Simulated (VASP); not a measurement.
# AlV2C (P6_3/mmc) in VASP: single point with revPBE

Aim: the single point of AlV2C with revPBE.

Everything below comes from runs of VASP 6.6.1. Logs are shortened: lines on timing, memory, paths and dates and some standing lists are left out, and cuts for length are marked.

## 1. The cell of the first run

The structure is hexagonal, space group P6_3/mmc (No. 194). The conventional cell has a = 2.917 Å, b = 2.917 Å, c = 13.203 Å, α = 90.00°, β = 90.00°, γ = 120.00°. V (site symmetry 3m) has 3 C at 2.02 Å and 3 Al at 2.75 Å and 9 V at 2.81 to 2.92 Å within 3.0 Å. Al (site symmetry -6m2) has 6 V at 2.75 Å and 6 Al at 2.92 Å and 6 C at 3.71 Å within 3.8 Å. C (site symmetry -3m) has 6 V at 2.02 Å within 2.7 Å.

## 2. Single point, revPBE, collinear spin, ferromagnetic start

INCAR

```
SYSTEM = AlV2C
PREC = Accurate
ENCUT = 520
EDIFF = 1E-6
ISMEAR = -1
SIGMA = 0.05
LREAL = .False.
LASPH = .True.
NELM = 150
ALGO = Normal
ISIF = 2
LWAVE = .False.
LCHARG = .False.
ISPIN = 2
MAGMOM = 2 2 2 2 0 0 0 0
LORBIT = 11
LMAXMIX = 4
GGA = RE
NBANDS = 47
```

KPOINTS

```
regular mesh
0
Gamma
  11 11 2
  0 0 0
```

POSCAR

```
AlV2C
1.0
    2.9173906588      0.0000000000      0.0000000000
   -1.4586953294      2.5265344233      0.0000000000
    0.0000000000      0.0000000000     13.2034096681
V Al C
4 2 2
Direct
    0.3333333333      0.6666666667      0.9148797097
    0.6666666667      0.3333333333      0.0851202903
    0.6666666667      0.3333333333      0.4148797097
    0.3333333333      0.6666666667      0.5851202903
    0.6666666667      0.3333333333      0.7500000000
    0.3333333333      0.6666666667      0.2500000000
    0.0000000000      0.0000000000      0.5000000000
    0.0000000000      0.0000000000      0.0000000000
```

Potentials or basis: VASP PAW PBE potentials, release 64 (V_sv, Al, C).

Command:

```bash
$ cat potpaw_PBE.64/V_sv/POTCAR potpaw_PBE.64/Al/POTCAR potpaw_PBE.64/C/POTCAR > POTCAR
$ mpirun -np 1 vasp_std > vasp.out
```

OUTCAR:

```text
SYSTEM = AlV2C
   PREC = Accurate
   ENCUT = 520
   EDIFF = 1E-6
   ISMEAR = -1
   LREAL = .False.
   LASPH = .True.
   NELM = 150
   ISIF = 2
   ISPIN = 2
   LORBIT = 11
   GGA = RE

 ion  position               nearest neighbor table
   1  0.333  0.667  0.915-   8 2.02   8 2.02   8 2.02   5 2.75   5 2.75   5 2.75   2 2.81   2 2.81
                             2 2.81
   2  0.667  0.333  0.085-   8 2.02   8 2.02   8 2.02   6 2.75   6 2.75   6 2.75   1 2.81   1 2.81
                             1 2.81
   3  0.667  0.333  0.415-   7 2.02   7 2.02   7 2.02   6 2.75   6 2.75   6 2.75   4 2.81   4 2.81
                             4 2.81
   4  0.333  0.667  0.585-   7 2.02   7 2.02   7 2.02   5 2.75   5 2.75   5 2.75   3 2.81   3 2.81
                             3 2.81
   5  0.667  0.333  0.750-   1 2.75   4 2.75   1 2.75   4 2.75   1 2.75   4 2.75
   6  0.333  0.667  0.250-   2 2.75   3 2.75   2 2.75   3 2.75   2 2.75   3 2.75
   7  0.000  0.000  0.500-   3 2.02   4 2.02   3 2.02   4 2.02   3 2.02   4 2.02
   8  0.000  0.000  0.000-   1 2.02   2 2.02   2 2.02   1 2.02   2 2.02   1 2.02

  LATTYP: Found a hexagonal cell.
 ALAT       =     2.9173906588
 C/A-ratio  =     4.5257599041

  Lattice vectors:

 A1 = (   2.9173906588,   0.0000000000,   0.0000000000)
 A2 = (  -1.4586953294,   2.5265344233,   0.0000000000)
 A3 = (   0.0000000000,   0.0000000000,  13.2034096681)

Analysis of symmetry for initial positions (statically):
=====================================================================
 Subroutine PRICEL returns:
 Original cell was already a primitive cell.

 Routine SETGRP: Setting up the symmetry group for a
 hexagonal supercell.

 Subroutine GETGRP returns: Found 24 space group operations
 (whereof 12 operations were pure point group operations)
 out of a pool of 24 trial point group operations.

The static configuration has the point symmetry D_3d.
 The point group associated with its full space group is D_6h.

Analysis of symmetry for dynamics (positions and initial velocities):
=====================================================================
 Subroutine PRICEL returns:
 Original cell was already a primitive cell.

 Routine SETGRP: Setting up the symmetry group for a
 hexagonal supercell.

 Subroutine GETGRP returns: Found 24 space group operations
 (whereof 12 operations were pure point group operations)
 out of a pool of 24 trial point group operations.

The dynamic configuration has the point symmetry D_3d.
 The point group associated with its full space group is D_6h.

Analysis of structural, dynamic, and magnetic symmetry:
=====================================================================
 Subroutine PRICEL returns:
 Original cell was already a primitive cell.

 Routine SETGRP: Setting up the symmetry group for a
 hexagonal supercell.

 Subroutine GETGRP returns: Found 24 space group operations
 (whereof 12 operations were pure point group operations)
 out of a pool of 24 trial point group operations.

The overall configuration has the point symmetry D_3d.
 The point group associated with its full space group is D_6h.

 Subroutine INISYM returns: Found 24 space group operations
 (whereof 12 operations are pure point group operations),
 and found     1 'primitive' translations

----------------------------------------------------------------------------------------

                                     Primitive cell

  volume of cell :      97.3209

  direct lattice vectors                    reciprocal lattice vectors
     2.917390659  0.000000000  0.000000000     0.342772058  0.197899540  0.000000000
    -1.458695329  2.526534423  0.000000000     0.000000000  0.395799080  0.000000000
     0.000000000  0.000000000 13.203409668     0.000000000  0.000000000  0.075738012

  length of vectors
     2.917390659  2.917390659 13.203409668     0.395799080  0.395799080  0.075738012

  position of ions in fractional coordinates (direct lattice)
     0.333333333  0.666666667  0.914879710
     0.666666667  0.333333333  0.085120290
     0.666666667  0.333333333  0.414879710
     0.333333333  0.666666667  0.585120290
     0.666666667  0.333333333  0.750000000
     0.333333333  0.666666667  0.250000000
     0.000000000  0.000000000  0.500000000
     0.000000000  0.000000000  0.000000000

[... 70 lines left out ...]
   NGX,Y,Z   is equivalent  to a cutoff of  13.68, 13.68, 12.34 a.u.
   NGXF,Y,Z  is equivalent  to a cutoff of  27.35, 27.35, 24.68 a.u.
 SYSTEM =  AlV2C
   PREC   = accura    normal or accurate (medium, high low for compatibility)
   ISTART =      0    job   : 0-new  1-cont  2-samecut
   ICHARG =      2    charge: 1-file 2-atom 10-const
   ISPIN  =      2    spin polarized calculation?
   LNONCOLLINEAR =      F non collinear calculations
   LSORBIT =      F    spin-orbit coupling
   LASPH  =      T    aspherical Exc in radial PAW
   ENCUT  =  520.0 eV  38.22 Ry    6.18 a.u.   5.42  5.42 24.55*2*pi/ulx,y,z
   NELM   =    150;   NELMIN=  2; NELMDL= -5     # of ELM steps
   EDIFF  = 0.1E-05   stopping-criterion for ELM
   LREAL  =      F    real-space projection
   EDIFFG = 0.1E-04   stopping-criterion for IOM
   NSW    =      0    number of steps for IOM
   IBRION =     -1    ionic relax: 0-MD 1-quasi-New 2-CG
   NFREE  =      0    steps in history (QN), initial steepest desc. (CG)
   ISIF   =      2    stress and relaxation
   ISYM   =      2    0-nonsym 1-usesym 2-fastsym
   POTIM  = 0.5000    time-step for ionic-motion
   TEBEG  =    0.0;   TEEND  =   0.0 temperature during run
   PSTRESS=    0.0 pullay stress
   NELECT =      66.0000    total number of electrons
   NUPDOWN=      -1.0000    fix difference up-down
   EMIN   =  10.00;   EMAX   =-10.00  energy-range for DOS
   EFERMI =   0.00;   METHOD = LEGACY
   ISMEAR =    -1;   SIGMA  =   0.05  broadening in eV -4-tet -1-fermi 0-gaus
   EFERMI_NEDOS =   21; number of points for ismear=-14 and -15
   IALGO  =     38    algorithm
   IMIX   =      4    mixing-type and parameters
     AMIX     =   0.40;   BMIX     =  1.00
     AMIX_MAG =   1.60;   BMIX_MAG =  1.00
  volume/ion in A,a.u.               =      12.17        82.09
  Fermi-wavevector in a.u.,A,eV,Ry     =   1.438316  2.718022 28.147074  2.068752
  Thomas-Fermi vector in A             =   2.557296
   LORBIT       =     11    0 simple, 1 ext, 2 COOP (PROOUT), +10 PAW based schemes
   GGA     = RE    functional components
   LHFCALC =     F    Hartree Fock is set to
   AEXX    =    0.0000 exact exchange contribution
   IVDW    =     0    specifies the selected vdW correction
   LEPSILON=     F    determine dielectric tensor
   LRPA    =     F    only Hartree local field effects (RPA)
 spin polarized calculation
  energy-cutoff  :      520.00
  volume of cell :       97.32
 maximum number of plane-waves:      2677
 NGX is ok and might be reduce to    24
   NGX = 11   NGY = 11   NGZ = 49

 number of electron      65.9999999 magnetization       0.0027129

 number of electron      65.9999999 magnetization      -0.0004435

 Free energy of the ion-electron system (eV)
  ---------------------------------------------------
  ext. energy  EPLUGINS =         0.00000000
  ---------------------------------------------------
  free energy    TOTEN  =       -63.40255394 eV

  energy without entropy =      -63.36872685  energy(sigma->0) =      -63.38564039

 E-fermi :   9.3760     XC(G=0): -12.0181

 val. band max:        9.3479437079   @ k =   0.0909   0.0909   0.5000
 cond. band min:       9.3954139966   @ k =   0.0909   0.0909   0.0000
 fundamental gap:      0.0474702886
 Fermi energy:         9.3759904726

 spin component 1

 k-point     1 :       0.0000    0.0000    0.0000
  band No.  band energies     occupation
      1     -55.1445      1.00000
      2     -55.1445      1.00000
      3     -55.0881      1.00000
      4     -55.0881      1.00000
      5     -29.1211      1.00000
      6     -29.1192      1.00000
[... 1141 lines left out ...]
     44      13.2854      0.00000
     45      14.0203      0.00000

 [... further k-points ...]

 spin component 2

 k-point     1 :       0.0000    0.0000    0.0000
  band No.  band energies     occupation
      1     -55.1447      1.00000
      2     -55.1447      1.00000
      3     -55.0883      1.00000
      4     -55.0883      1.00000
      5     -29.1213      1.00000
      6     -29.1194      1.00000
[... 1141 lines left out ...]
     44      13.2853      0.00000
     45      14.0203      0.00000

 [... further k-points ...]

 [bands above 45 left out]

------------------------ aborting loop because EDIFF is reached ----------------------------------------

  FORCE on cell =-STRESS in cart. coord.  units (eV):
  Direction    XX          YY          ZZ          XY          YZ          ZX
  --------------------------------------------------------------------------------------
  -------------------------------------------------------------------------------------
  Total        0.1697727      0.1697727      0.1511651      0.0000000     -0.0000000      0.0000000
  in kB        2.7949409      2.7949409      2.4886058      0.0000000     -0.0000000      0.0000000
  external PRESSURE =       2.6928292 kB  Pullay stress =       0.0000000 kB

 VOLUME and BASIS-vectors are now :
 -----------------------------------------------------------------------------
  energy-cutoff  :      520.00
  volume of cell :       97.32
      direct lattice vectors                 reciprocal lattice vectors
     2.917390659  0.000000000  0.000000000     0.342772058  0.197899540  0.000000000
    -1.458695329  2.526534423  0.000000000     0.000000000  0.395799080  0.000000000
     0.000000000  0.000000000 13.203409668     0.000000000  0.000000000  0.075738012

 POSITION                                       TOTAL-FORCE (eV/Angst)
 -----------------------------------------------------------------------------------
     -0.00000      1.68436     12.07953        -0.000000      0.000000     -0.045898
      1.45870      0.84218      1.12388         0.000000     -0.000000      0.045898
      1.45870      0.84218      5.47783         0.000000     -0.000000     -0.045898
     -0.00000      1.68436      7.72558         0.000000      0.000000      0.045898
      1.45870      0.84218      9.90256         0.000000      0.000000      0.000000
     -0.00000      1.68436      3.30085         0.000000     -0.000000      0.000000
      0.00000      0.00000      6.60170         0.000000      0.000000      0.000000
      0.00000      0.00000      0.00000         0.000000      0.000000      0.000000
 -----------------------------------------------------------------------------------
    total drift:                                0.000000     -0.000000      0.000000

  FREE ENERGIE OF THE ION-ELECTRON SYSTEM (eV)
  ---------------------------------------------------
  free  energy   TOTEN  =       -63.4025539360 eV

  energy  without entropy=      -63.3687268538  energy(sigma->0) =      -63.38564039

 total charge

# of ion       s       p       d       tot
------------------------------------------
    1        2.265   6.276   3.130  11.671
    2        2.265   6.276   3.130  11.671
    3        2.265   6.276   3.130  11.671
    4        2.265   6.276   3.130  11.671
    5        0.421   0.384   0.000   0.804
    6        0.421   0.384   0.000   0.804
    7        0.909   1.562   0.000   2.471
    8        0.909   1.562   0.000   2.471
--------------------------------------------------
tot         11.721  28.994  12.520  53.235

 magnetization (x)

# of ion       s       p       d       tot
------------------------------------------
    1       -0.000  -0.000  -0.000  -0.000
    2       -0.000  -0.000  -0.000  -0.000
    3       -0.000  -0.000  -0.000  -0.000
    4       -0.000  -0.000  -0.000  -0.000
    5        0.000   0.000   0.000   0.000
    6        0.000   0.000   0.000   0.000
    7        0.000   0.000   0.000   0.000
    8        0.000   0.000   0.000   0.000
--------------------------------------------------
tot          0.000   0.000  -0.000  -0.000
```

Wall time 7.1 min (1 thread of Intel Xeon 8259CL, shared host); peak memory 0.4 GiB.

Results:

```
Free energy                                           : -63.4026 eV
Pressure                                              : 0.3 GPa
Largest force                                         : 0.046 eV/Å
Band gap on the k mesh                                : zero (filled and empty bands overlap)
Net moment                                            : 0.00 μB per cell
Valence electrons inside the program's atomic spheres : V 11.67; Al 0.80; C 2.47
```

Forces on the atoms (eV/Å):
```
V    0.000  0.000 -0.046
V    0.000  0.000  0.046
V    0.000  0.000 -0.046
V    0.000  0.000  0.046
Al   0.000  0.000  0.000
Al   0.000  0.000  0.000
C    0.000  0.000  0.000
C    0.000  0.000  0.000
```

Caveat: the moments typed at the start vanished in this run; the PAW data sets were made with another functional, which shifts forces and pressure a little.

The gap in the log of VASP goes by the Fermi energy; the results here count the filled bands.